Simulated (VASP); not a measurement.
**ZrB: single point with PBEsol**

Crystal: ZrB.

```
Zr B
1.0
     2.33386    2.33386    0.00000
    -2.33386    2.33386    0.00000
     0.00000    0.00000    4.97890
Zr B
2 2
Direct
  0.00000 0.00000 0.00000
  0.50000 0.50000 0.50000
  0.50000 0.50000 0.00000
  0.00000 0.00000 0.50000
```

This cell differs from its parent crystal: biaxial strain in the a-b plane: -4.0 %.

* Program: VASP 6.6.1
* Task: single point
* Functional: PBEsol
* Potentials or basis: VASP PAW PBE potentials, release 64 (Zr_sv, B)
* Cutoff: 520 eV
* k mesh: 16 × 16 × 12
* Occupations: gaussian, width 0.1 eV
* Spin: no spin polarisation

- Pressure: 12.5 GPa
- Band gap on the k mesh: zero (bands 15 and 16 overlap by 3.31 eV)

Stress tensor (GPa, compression positive):
```
20.62  0.00  0.00
 0.00 20.62  0.00
 0.00  0.00 -3.81
```

Levels at points of the mesh, in eV from the Fermi level:
| k point | band 14 | band 15 | band 16 | band 17 | band 18 | band 19 |
| --- | --- | --- | --- | --- | --- | --- |
| (0.00, 0.00, 0.00) | 2.06 | 2.06 | 2.62 | 2.62 | 2.98 | 3.42 |
| (0.50, 0.00, 0.00) | -1.27 | -0.93 | -0.93 | 4.08 | 4.08 | 5.81 |
| (0.50, 0.50, 0.00) | -0.28 | 2.06 | 2.06 | 2.34 | 2.34 | 4.99 |
| (0.00, 0.00, 0.50) | 0.02 | 1.88 | 1.88 | 1.88 | 1.88 | 4.33 |
| (0.50, 0.00, 0.50) | -1.41 | -1.22 | -1.22 | 5.12 | 5.12 | 5.51 |
| (0.50, 0.50, 0.50) | -0.78 | -0.70 | -0.70 | 4.30 | 4.30 | 4.30 |

Wall time 4.5 min on 1 thread of Intel(R) Xeon(R) Platinum 8259CL CPU @ 2.50GHz (Skylake/Cascade Lake), with other jobs on the host, peak memory 0.44 GiB.

Caveat: the cell differs from its parent crystal (biaxial strain in the a-b plane: -4.0 %); the cell stands under pressure; the PAW data sets were made with another functional, which shifts forces and pressure a little.
